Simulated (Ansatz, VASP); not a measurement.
**One calculation of Ga3BiAs2, two programs**

```
CELL_PARAMETERS angstrom
4.18420 0.00000 0.00000
-2.09210 3.62362 0.00000
0.00000 0.00000 10.30794
ATOMIC_POSITIONS crystal
As 0.00000 0.00000 0.01047
As 0.33333 0.66667 0.32430
Bi 0.66667 0.33333 0.66358
Ga 0.33333 0.66667 0.08337
Ga 0.66667 0.33333 0.39541
Ga 0.00000 0.00000 0.77286
```

Alike in both runs: task single point; functional PBE; k mesh 6 × 6 × 2; occupations fermi-dirac, width 0.02 eV; no spin polarisation.

|  | VASP | Ansatz |
| --- | --- | --- |
| version | VASP 6.6.1 | Ansatz 0.2.0 |
| potentials or method | VASP PAW PBE potentials, release 64 (As, Bi_d, Ga_d) | plane waves, PAW |
| plane-wave cutoff (eV) | 520 | 420 |
| valence electrons in the cell | 64 | 84 |

VASP gave:

| Property | Result |
| --- | --- |
| pressure (GPa) | 1.7 |
| rms of the force components (eV/Å) | 0.023 |

Task: Which values does Ansatz return?

Result: Pressure (GPa): 1.6; rms of the force components (eV/Å): 0.022.

Atom by atom the forces differ by 0.003 eV/Å (rms over components). With one functional, cell and mesh, what is left measures potentials, basis and numerics. VASP's potentials hold 64 valence electrons a cell and Ansatz's 84, so a difference there can come from the potentials and not from the codes.

Spin-orbit coupling is off throughout.
